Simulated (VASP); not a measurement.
The system is Ta.

```xyz
2
Lattice="3.3000 0.0000 0.0000 0.0000 3.3000 0.0000 0.0000 0.0000 3.3000" Properties=species:S:1:pos:R:3 pbc="T T T"
Ta    0.0000    0.0000    0.0000
Ta    1.6500    1.6500    1.6500
```

| Property | Result |
| --- | --- |
| Program | VASP 6.6.1 |
| Task | relaxation of cell and atoms |
| Functional | LDA |
| Potentials or basis | VASP PAW LDA potentials, release 64 (Ta_pv) |
| Cutoff | 500 eV |
| k mesh | 12 × 12 × 12 |
| Occupations | methfessel-paxton, width 0.05 eV |
| Spin | no spin polarisation |

At the start: pressure -8.3 GPa; volume 17.97 Å³/atom.

Q: How do energy, volume and symmetry change on relaxing?

A: Over 4 steps the energy falls by 19.5 meV/atom and the volume is 17.25 Å³/atom (-4.0 %); space group Im-3m (No. 229, to 0.1 Å) before and after.

The path:
```
step  energy change (eV)  largest force (eV/Å)  pressure (GPa)  volume (Å³)
   1              0.0000                0.0000           -8.27        35.94
   2              0.2036                0.0000           25.98        31.32
   3             -0.0387                0.0000           -0.62        34.58
   4             -0.0389                0.0000           -0.05        34.49
```

Final structure:
```
Ta
1.0
     3.25524    0.00000    0.00000
     0.00000    3.25524    0.00000
     0.00000    0.00000    3.25524
Ta
2
Direct
  0.00000 0.00000 0.00000
  0.50000 0.50000 0.50000
```
